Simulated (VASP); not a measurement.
Wanted: the native input for a VASP 6.6.1 run.

- Task: single point
- Functional: PBE
- Potentials or basis: VASP PAW PBE potentials, release 64 (Ta_pv, Bi_d, O)
- Cutoff: 600 eV
- k mesh: 4 × 4 × 3
- Occupations: gaussian, width 0.15 eV
- Spin: no spin polarisation
- Dipole correction: no
- Further INCAR settings: ALGO = Normal; EDIFF = 1e-06; NBANDS = 23

The structure of TaBiO lies in POSCAR:

```
TaBiO
1.0
    3.0686594183      0.0000000000      0.0000000000
    0.0000000000      3.0686594183      0.0000000000
    0.0000000000      0.0000000000      5.8889617427
Ta Bi O
1 1 1
Direct
    0.0000000000      0.0000000000      0.0000000000
    0.0000000000      0.0000000000      0.5000000000
    0.5000000000      0.5000000000      0.0000000000
```

The cell was built from a structure type or drawn by symmetry, and may not be a known phase.

One way to write it, as run:

INCAR

```
SYSTEM = TaBiO
ALGO = Normal
EDIFF = 1E-6
ENCUT = 600
GGA = PE
GGA_COMPAT = .False.
ISIF = 2
ISMEAR = 0
LASPH = .True.
LCHARG = .False.
LREAL = .False.
LWAVE = .False.
NBANDS = 23
NELM = 120
PREC = Accurate
SIGMA = 0.15
```

KPOINTS

```
k-points
0
Gamma
  4 4 3
  0 0 0
```

Potentials or basis: VASP PAW PBE potentials, release 64 (Ta_pv, Bi_d, O).

The run is started by

```bash
$ cat potpaw_PBE.64/Ta_pv/POTCAR potpaw_PBE.64/Bi_d/POTCAR potpaw_PBE.64/O/POTCAR > POTCAR
$ mpirun -np 1 vasp_std > vasp.out
```

It gave:

* Pressure: -0.1 GPa
* Band gap on the k mesh: zero (bands 16 and 17 overlap by 2.82 eV)

Caveat: the k points lie up to 0.51 Å⁻¹ apart, too coarse for converged energies and pressures of a metal; spin-orbit coupling is left out, which moves the levels of the heavy elements.

Run time: 9.3 s on 1 thread of Intel(R) Xeon(R) 6975P-C (Granite Rapids), with other jobs on the host, peak memory 0.19 GiB.
